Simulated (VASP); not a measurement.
Input of a VASP 6.6.1 run:

Contents of INCAR:

```
SYSTEM = TiC2
PREC = Accurate ; ENCUT = 600
EDIFF = 1E-7 ; ISMEAR = 0
SIGMA = 0.1 ; LREAL = .False.
LASPH = .True. ; NELM = 80
ALGO = Normal ; ISIF = 3
LWAVE = .False. ; LCHARG = .False.
GGA = PE ; IBRION = 2
NSW = 80 ; EDIFFG = -0.01
```

The input KPOINTS:

```
regular mesh
0
Gamma
  12 12 14
  0 0 0
```

Contents of POSCAR:

```
TiC2
1.0
    1.4447889253     -6.2710755054      0.0000000000
    1.4447889253      6.2710755054      0.0000000000
    0.0000000000      0.0000000000      2.7080413910
Ti C
2 4
Direct
    0.8842408418      0.1157591582      0.7500000000
    0.1157591582      0.8842408418      0.2500000000
    0.5312995735      0.4687004265      0.7500000000
    0.4687004265      0.5312995735      0.2500000000
    0.2506683259      0.7493316741      0.7500000000
    0.7493316741      0.2506683259      0.2500000000
```

Potentials or basis: VASP PAW PBE potentials, release 64 (Ti_sv, C).

Run with:

```console
$ cat potpaw_PBE.64/Ti_sv/POTCAR potpaw_PBE.64/C/POTCAR > POTCAR
$ mpirun -np 1 vasp_std > vasp.out
```

Question: What does it give for the relaxed volume?

Answer: 8.19 Å³/atom.

Question: What does it give for the band gap on the k mesh?

Answer: Zero (bands 20 and 21 overlap by 1.94 eV).

Final structure:
```
Ti C
1.0
     1.44209   -6.30400    0.00000
     1.44209    6.30400    0.00000
     0.00000    0.00000    2.70172
Ti C
2 4
Direct
  0.88389 0.11611 0.75000
  0.11611 0.88389 0.25000
  0.53130 0.46870 0.75000
  0.46870 0.53130 0.25000
  0.25080 0.74920 0.75000
  0.74920 0.25080 0.25000
```
